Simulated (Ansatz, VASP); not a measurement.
## MoSe: VASP beside Ansatz

```xyz
4
Lattice="3.7180 0.0000 0.0000 -1.8590 3.2199 0.0000 0.0000 0.0000 6.3303" Properties=species:S:1:pos:R:3 pbc="T T T"
Mo    0.0000    0.0000    0.0000
Mo    0.0000    0.0000    3.1652
Se    0.0000    2.1466    1.5826
Se    1.8590    1.0733    4.7477
```

Alike in both runs: task single point; functional r2SCAN; k mesh 12 × 12 × 6; occupations gaussian, width 0.1 eV; no spin polarisation; Hubbard terms Mo d U = 4.38 eV.

|  | VASP | Ansatz |
| --- | --- | --- |
| version | VASP 6.6.1 | Ansatz 0.2.0 |
| potentials or method | VASP PAW PBE potentials, release 64 (Mo_sv, Se), cutoff 520 eV | scalar-relativistic, plane waves, PAW |
| valence electrons in the cell | 40 | 60 |

Ansatz gave:

```
gap on the k mesh at the Fermi level (eV)                     : none
pressure (GPa)                                                : 1.9
traceless stress, the component that is largest in VASP (GPa) : 4.11
```

Question: Estimate VASP's values.

Answer: gap on the k mesh at the Fermi level (eV): none; pressure (GPa): 0.3; traceless stress, the component that is largest in VASP (GPa): 4.70.

VASP's potentials were made for PBE, not for r2SCAN. The programs project onto different local orbitals, so the same U acts differently, and such runs can settle in different states. A gap of «none» marks a metal or a gap that the smearing closes. VASP's potentials hold 40 valence electrons a cell and Ansatz's 60, so a difference there can come from the potentials and not from the codes. Ansatz's warnings: filled band counts differ across k points.
